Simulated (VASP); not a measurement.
A run of VASP 6.6.1 is set up as follows.

File INCAR:

```
ALGO = Fast
EDIFF = 1E-6
ENCUT = 520
GGA = CA
ISIF = 2
ISMEAR = -1
ISPIN = 2
LASPH = True
LCHARG = False
LMAXMIX = 4
LORBIT = 11
LREAL = False
LWAVE = False
MAGMOM = 1 1
NBANDS = 21
NELM = 150
PREC = Accurate
SIGMA = 0.05
```

Contents of KPOINTS:

```
k-points
0
Gamma
  12 12 7
```

POSCAR

```
Ni
1.0
    2.4960355362      0.0000000000      0.0000000000
   -1.2480177681      2.1616301831      0.0000000000
    0.0000000000      0.0000000000      4.1526868216
Ni
2
Direct
    0.6666666667      0.3333333333      0.7500000000
    0.3333333333      0.6666666667      0.2500000000
```

Potentials or basis: VASP PAW LDA potentials, release 64 (Ni).

Run with:

```bash
$ cat potpaw_LDA.64/Ni/POTCAR > POTCAR
$ mpirun -np 1 vasp_std > vasp.out
```

Task: What does it give for the pressure?

Result: -20.6 GPa.

Task: What does it give for the site moments?

Result: Ni +0.62 μB.

Stress tensor (GPa, compression positive):
```
-19.63   0.00   0.00
  0.00 -19.63   0.00
  0.00   0.00 -22.45
```
